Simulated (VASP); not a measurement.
Crystal: Pr.

```xyz
2
Lattice="3.6690 0.0000 0.0000 -1.8345 3.1774 0.0000 0.0000 0.0000 5.9200" Properties=species:S:1:pos:R:3 pbc="T T T"
Pr    1.8345    1.0591    4.4400
Pr    0.0000    2.1183    1.4800
```

Program: VASP 6.6.1. Alike in all runs: task single point; potentials or basis VASP PAW PBE potentials, release 64 (Pr); cell as given; cutoff (eV) 520; smearing fermi-dirac 0.05 eV.

Q: Order these runs on this cell by their pressure, lowest first.
A. level PBEsol+U; spin off; U Pr f U = 4.0 eV; k mesh 6 × 6 × 4
B. level PBE; spin collinear, ferromagnetic start; k mesh 8 × 8 × 5
C. level PBE; spin off; k mesh 8 × 8 × 5

A: A (-8.3 GPa), C (-6.1 GPa), B (-1.0 GPa).

Caveats: the magnetic or orbital state may not be the lowest (some runs); the PAW data sets were made with another functional, which shifts forces and pressure a little (some runs); U without spin polarisation on a metal has little footing (some runs).
